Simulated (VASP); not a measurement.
Here is a VASP 6.6.1 calculation.

File INCAR:

```
SYSTEM = Zn5Se2S3
ALGO     = Normal         ! electronic algorithm
EDIFF    = 1E-6           ! SCF threshold, eV
ENCUT    = 520            ! plane-wave cutoff, eV
GGA      = PE             ! functional
ISIF     = 2              ! what is computed and relaxed
ISMEAR   = 0              ! smearing method
LASPH    = .TRUE.         ! aspherical terms in the spheres
LCHARG   = .FALSE.        ! write CHGCAR
LREAL    = .FALSE.        ! projectors in reciprocal space
LWAVE    = .FALSE.        ! write WAVECAR
NBANDS   = 56             ! bands
NELM     = 60             ! most SCF steps
PREC     = Accurate       ! precision mode
SIGMA    = 0.1            ! smearing width, eV
```

File KPOINTS:

```
k-points
0
G
  4 4 4
  0 0 0
```

POSCAR

```
Zn5Se2S3
1.0
    0.0000000000     -3.9319461746      0.0000000000
    3.9319461746      0.0000000000      0.0000000000
   -1.9659730873      1.9659730873     13.8875554844
Zn Se S
5 2 3
Direct
    0.7022378787      0.7022378787      0.4044757573
    0.2977621213      0.2977621213      0.5955242427
    0.8934763907      0.8934763907      0.7869527814
    0.5000000000      0.5000000000      0.0000000000
    0.1065236093      0.1065236093      0.2130472186
    0.4467792615      0.9467792615      0.8935585229
    0.0532207385      0.5532207385      0.1064414771
    0.2500000000      0.7500000000      0.5000000000
    0.8456196034      0.3456196034      0.6912392068
    0.6543803966      0.1543803966      0.3087607932
```

Potentials or basis: VASP PAW PBE potentials, release 64 (Zn, Se, S).

Run with:

```sh
$ cat potpaw_PBE.64/Zn/POTCAR potpaw_PBE.64/Se/POTCAR potpaw_PBE.64/S/POTCAR > POTCAR
$ mpirun -np 1 vasp_std > vasp.out
```

**Question.** Estimate the largest force.

**Answer.** 0.004 eV/Å.

**Question.** Predict the band gap on the k mesh.

**Answer.** 1.53 eV.

**Question.** Estimate the pressure.

**Answer.** 0.3 GPa.

Stress tensor (GPa, compression positive):
```
0.39 0.00 0.00
0.00 0.39 0.00
0.00 0.00 0.05
```

A k mesh can miss the band edges.
